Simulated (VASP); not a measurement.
# TaVH4 (R-3m) in VASP: relaxation of cell and atoms with LDA

Aim: the relaxation of cell and atoms of TaVH4 with LDA.

Everything below comes from runs of VASP 6.6.1. Logs are shortened: lines on timing, memory, paths and dates and some standing lists are left out, and cuts for length are marked.

## Step 1: The cell of the first run

The structure is trigonal, space group R-3m (No. 166). Conventional cell: a = 3.107 Å, b = 3.107 Å, c = 15.218 Å, α = 90.00°, β = 90.00°, γ = 120.00°. Within 2.6 Å of Ta (site symmetry -3m) lie 8 H at 1.93 to 1.96 Å. V (site symmetry -3m) has 8 H at 1.82 to 1.88 Å within 2.4 Å. H (site symmetry 3m) has 1 V at 1.82 Å and 3 Ta at 1.93 Å and 6 H at 2.19 to 2.29 Å within 2.4 Å. H (site symmetry 3m) has 3 V at 1.88 Å and 1 Ta at 1.96 Å and 6 H at 2.13 to 2.19 Å within 2.5 Å.

## Step 2: Relaxation of cell and atoms, LDA, collinear spin, ferromagnetic start

Contents of INCAR:

```
SYSTEM = TaVH4
PREC = Accurate
ENCUT = 600
EDIFF = 1E-6
ISMEAR = 1
SIGMA = 0.1
LREAL = .FALSE.
LASPH = .TRUE.
NELM = 150
ALGO = Normal
ISIF = 3
LWAVE = .FALSE.
LCHARG = .FALSE.
ISPIN = 2
MAGMOM = 0 1.5 0 0 0 0
LORBIT = 11
LMAXMIX = 4
IBRION = 2
NSW = 60
EDIFFG = -0.01
```

Contents of KPOINTS:

```
Automatic mesh
0
G
  8 8 8
  0 0 0
```

Contents of POSCAR:

```
TaVH4
1.0
    1.5536700000      0.8970100000      5.0725200000
   -1.5536700000      0.8970100000      5.0725200000
    0.0000000000     -1.7940200000      5.0725200000
Ta V H
1 1 4
Direct
    0.0000000000      0.0000000000      0.0000000000
    0.5000000000      0.5000000000      0.5000000000
    0.6198500000      0.6198500000      0.6198500000
    0.1290400000      0.1290400000      0.1290400000
    0.8709600000      0.8709600000      0.8709600000
    0.3801500000      0.3801500000      0.3801500000
```

Potentials or basis: VASP PAW LDA potentials, release 64 (Ta_pv, V_sv, H).

Started as:

```console
cat potpaw_LDA.64/Ta_pv/POTCAR potpaw_LDA.64/V_sv/POTCAR potpaw_LDA.64/H/POTCAR > POTCAR
mpirun -np 1 vasp_std > vasp.out
```

OUTCAR:

```text
SYSTEM = TaVH4
   PREC = Accurate
   ENCUT = 600
   EDIFF = 1E-6
   ISMEAR = 1
   LREAL = .FALSE.
   LASPH = .TRUE.
   NELM = 150
   ISIF = 3
   ISPIN = 2
   LORBIT = 11
   IBRION = 2
   NSW = 60
   EDIFFG = -0.01

 ion  position               nearest neighbor table
   1  0.000  0.000  0.000-   3 1.93   6 1.93   3 1.93   3 1.93   6 1.93   6 1.93   5 1.96   4 1.96
                             2 3.11   2 3.11   2 3.11   2 3.11   2 3.11   2 3.11
   2  0.500  0.500  0.500-   3 1.82   6 1.82   4 1.88   5 1.88   4 1.88   4 1.88   5 1.88   5 1.88
                             1 3.11   1 3.11   1 3.11   1 3.11   1 3.11   1 3.11
   3  0.620  0.620  0.620-   2 1.82   1 1.93   1 1.93   1 1.93
   4  0.129  0.129  0.129-   2 1.88   2 1.88   2 1.88   1 1.96
   5  0.871  0.871  0.871-   2 1.88   2 1.88   2 1.88   1 1.96
   6  0.380  0.380  0.380-   2 1.82   1 1.93   1 1.93   1 1.93

  LATTYP: Found a trigonal (rhomboedric) cell.
 ALAT       =     5.3804253140
 COS(alpha) =     0.8332313777

  Lattice vectors:

 A1 = (   1.5536700000,   0.8970100000,   5.0725200000)
 A2 = (  -1.5536700000,   0.8970100000,   5.0725200000)
 A3 = (   0.0000000000,  -1.7940200000,   5.0725200000)

Analysis of symmetry for initial positions (statically):
=====================================================================
 Subroutine PRICEL returns:
 Original cell was already a primitive cell.

 Routine SETGRP: Setting up the symmetry group for a
 trigonal (rhombohedral) supercell.

 Subroutine GETGRP returns: Found 12 space group operations
 (whereof 12 operations were pure point group operations)
 out of a pool of 12 trial point group operations.

The static configuration has the point symmetry D_3d.

Analysis of symmetry for dynamics (positions and initial velocities):
=====================================================================
 Subroutine PRICEL returns:
 Original cell was already a primitive cell.

 Routine SETGRP: Setting up the symmetry group for a
 trigonal (rhombohedral) supercell.

 Subroutine GETGRP returns: Found 12 space group operations
 (whereof 12 operations were pure point group operations)
 out of a pool of 12 trial point group operations.

The dynamic configuration has the point symmetry D_3d.

Analysis of structural, dynamic, and magnetic symmetry:
=====================================================================
 Subroutine PRICEL returns:
 Original cell was already a primitive cell.

 Routine SETGRP: Setting up the symmetry group for a
 trigonal (rhombohedral) supercell.

 Subroutine GETGRP returns: Found 12 space group operations
 (whereof 12 operations were pure point group operations)
 out of a pool of 12 trial point group operations.

The overall configuration has the point symmetry D_3d.

 Subroutine INISYM returns: Found 12 space group operations
 (whereof 12 operations are pure point group operations),
 and found     1 'primitive' translations

[... 127 lines left out ...]
   GGA     = CA    functional components
   LHFCALC =     F    Hartree Fock is set to
   AEXX    =    0.0000 exact exchange contribution
   IVDW    =     0    specifies the selected vdW correction
   LEPSILON=     F    determine dielectric tensor
   LRPA    =     F    only Hartree local field effects (RPA)
 conjugate gradient relaxation of ions
 spin polarized calculation
 Methfessel and Paxton  Order N= 1 SIGMA  =   0.10
  energy-cutoff  :      600.00
  volume of cell :       42.42
 maximum number of plane-waves:      1443
 NGX is ok and might be reduce to    48
   NGX = 21   NGY = 21   NGZ = 21

--------------------------------------- Ionic step        1  -------------------------------------------

 number of electron      27.9999996 magnetization       0.0006937

 Free energy of the ion-electron system (eV)
  ---------------------------------------------------
  ext. energy  EPLUGINS =         0.00000000
  ---------------------------------------------------
  free energy    TOTEN  =       -38.23169258 eV

  energy without entropy =      -38.23095967  energy(sigma->0) =      -38.23144828

------------------------ aborting loop because EDIFF is reached ----------------------------------------

  FORCE on cell =-STRESS in cart. coord.  units (eV):
  Direction    XX          YY          ZZ          XY          YZ          ZX
  --------------------------------------------------------------------------------------
  -------------------------------------------------------------------------------------
  Total       -2.2458438     -2.2458349     -2.5837094      0.0000000      0.0000000      0.0000000
  in kB      -84.8318730    -84.8315339    -97.5940092      0.0000000      0.0000000      0.0000000
  external PRESSURE =     -89.0858054 kB  Pullay stress =       0.0000000 kB
[... 275 lines left out ...]
 number of electron      27.9999998 magnetization      -0.0000014

 number of electron      27.9999998 magnetization       0.0000021

 Free energy of the ion-electron system (eV)
  ---------------------------------------------------
  ext. energy  EPLUGINS =         0.00000000
  ---------------------------------------------------
  free energy    TOTEN  =       -38.29348980 eV

  energy without entropy =      -38.29257164  energy(sigma->0) =      -38.29318375

 E-fermi :   7.3881     XC(G=0): -12.6806

 val. band max:        7.3864606128   @ k =   0.5000   0.1250   0.1250
 cond. band min:       7.4038869222   @ k =  -0.3750   0.3750   0.1250
 fundamental gap:      0.0174263094
 Fermi energy:         7.3881266121

 spin component 1

 k-point     1 :       0.0000    0.0000    0.0000
  band No.  band energies     occupation
      1     -56.2787      1.00000
      2     -30.6287      1.00000
      3     -30.4923      1.00000
      4     -30.4922      1.00000
      5     -27.4106      1.00000
      6     -27.0200      1.00000
[... 517 lines left out ...]
     18       9.3811     -0.00000
     19      10.4824      0.00000

 [... further k-points ...]

 spin component 2

 k-point     1 :       0.0000    0.0000    0.0000
  band No.  band energies     occupation
      1     -56.2787      1.00000
      2     -30.6287      1.00000
      3     -30.4923      1.00000
      4     -30.4922      1.00000
      5     -27.4106      1.00000
      6     -27.0200      1.00000
[... 552 lines left out ...]
  FREE ENERGIE OF THE ION-ELECTRON SYSTEM (eV)
  ---------------------------------------------------
  free  energy   TOTEN  =       -38.2934898027 eV

  energy  without entropy=      -38.2925716376  energy(sigma->0) =      -38.29318375

 reached required accuracy - stopping structural energy minimisation

 total charge

# of ion       s       p       d       tot
------------------------------------------
    1        0.276   6.214   2.580   9.069
    2        2.210   6.218   3.279  11.707
    3        0.590   0.037   0.000   0.627
    4        0.560   0.029   0.000   0.589
    5        0.560   0.029   0.000   0.589
    6        0.590   0.037   0.000   0.627
--------------------------------------------------
tot          4.786  12.563   5.858  23.208

 magnetization (x)

# of ion       s       p       d       tot
------------------------------------------
    1       -0.000  -0.000  -0.000  -0.000
    2        0.000   0.000  -0.000  -0.000
    3        0.000  -0.000   0.000  -0.000
    4       -0.000  -0.000   0.000  -0.000
    5       -0.000  -0.000   0.000  -0.000
    6        0.000  -0.000   0.000  -0.000
--------------------------------------------------
tot          0.000  -0.000  -0.000  -0.000
```

OSZICAR:

```text
N       E                     dE             d eps       ncg     rms          rms(c)
DAV:   1     0.290823389133E+03    0.29082E+03   -0.17345E+04  5036   0.168E+03
DAV:   2    -0.292815149896E+02   -0.32010E+03   -0.31486E+03  5035   0.484E+02
DAV:   3    -0.416563533930E+02   -0.12375E+02   -0.11880E+02  6545   0.951E+01
[... 70 lines left out ...]
DAV:   1    -0.382935160570E+02   -0.34683E-04   -0.14174E-03  4970   0.357E-01    0.360E-02
DAV:   2    -0.382934962361E+02    0.19821E-04   -0.70797E-05  6232   0.776E-02    0.182E-02
DAV:   3    -0.382934970626E+02   -0.82655E-06   -0.68588E-05  6495   0.548E-02    0.226E-02
DAV:   4    -0.382934898966E+02    0.71660E-05   -0.33062E-05  6443   0.414E-02    0.495E-03
DAV:   5    -0.382934898027E+02    0.93976E-07   -0.72860E-07  2808   0.775E-03
   8 F= -.38293490E+02 E0= -.38293184E+02  d E =-.227315E-03  mag=    -0.0000
```

CONTCAR:

```text
TaVH4
   1.00000000000000
     1.5314794341887570    0.8841983478973932    4.9737178089456284
    -1.5314794341887570    0.8841983478973932    4.9737178089456284
     0.0000000000000000   -1.7683966957947863    4.9737178089456284
  Ta              V               H
     1     1     4
Direct
     0.0000000000000000    0.0000000000000000    0.0000000000000000
     0.5000000000000000    0.5000000000000000    0.5000000000000000
     0.6187878426226706    0.6187878426226706    0.6187878426226706
     0.1305040412228775    0.1305040412228775    0.1305040412228775
     0.8694959587771225    0.8694959587771225    0.8694959587771225
     0.3812121573773294    0.3812121573773294    0.3812121573773294

  0.00000000E+00  0.00000000E+00  0.00000000E+00
  0.00000000E+00  0.00000000E+00  0.00000000E+00
  0.00000000E+00  0.00000000E+00  0.00000000E+00
  0.00000000E+00  0.00000000E+00  0.00000000E+00
  0.00000000E+00  0.00000000E+00  0.00000000E+00
  0.00000000E+00  0.00000000E+00  0.00000000E+00
```

Run time: 42 min. Hardware: 1 thread of Intel Xeon 8259CL, shared host; peak memory 0.38 GiB.

Results:

```yaml
Free_energy: -38.2935 eV
Relaxed_volume: 6.74 Å³/atom
Relaxed_cell: a = 5.279 Å, b = 5.279 Å, c = 5.279 Å, α = 33.73°, β = 33.73°, γ = 33.73°
Space_group_after_relaxing_to_0.1_Å: R-3m (No. 166)
Energy_gained_by_relaxing: 10.3 meV/atom
Ionic_steps: 8
Pressure_after_relaxing: -0.1 GPa
Largest_force_after_relaxing: 0.008 eV/Å
Band_gap_on_the_k_mesh: zero (filled and empty bands overlap)
Net_moment: 0.00 μB per cell
Valence_electrons_inside_the_program's_atomic_spheres: Ta 9.07; V 11.71; H 0.63, 0.59 (each value once)
```

Forces on the atoms (eV/Å):
```
Ta   0.000  0.000  0.000
V    0.000  0.000  0.000
H    0.000  0.000  0.008
H    0.000  0.000  0.003
H    0.000  0.000 -0.003
H    0.000  0.000 -0.008
```

Stress tensor (GPa, compression positive):
```
-0.01  0.00  0.00
 0.00 -0.01  0.00
 0.00  0.00 -0.22
```

Step by step:
```csv
step,energy change (eV),largest force (eV/Å),pressure (GPa),volume (Å³)
1,0.0000,0.0770,-8.91,42.42
2,-0.0554,0.1337,2.19,40.05
3,-0.0579,0.1197,0.10,40.44
4,-0.0600,0.0897,0.10,40.42
5,-0.0615,0.0423,0.05,40.39
6,-0.0616,0.0365,0.05,40.39
7,-0.0618,0.0122,-0.04,40.41
8,-0.0618,0.0082,-0.08,40.41
```

Final structure:
```
Ta V H
1.0
     1.53148    0.88420    4.97372
    -1.53148    0.88420    4.97372
     0.00000   -1.76840    4.97372
Ta V H
1 1 4
Direct
  0.00000 0.00000 0.00000
  0.50000 0.50000 0.50000
  0.61879 0.61879 0.61879
  0.13050 0.13050 0.13050
  0.86950 0.86950 0.86950
  0.38121 0.38121 0.38121
```

Caveat: the moments typed at the start vanished in this run; spin-orbit coupling is left out, which moves the levels of the heavy elements.
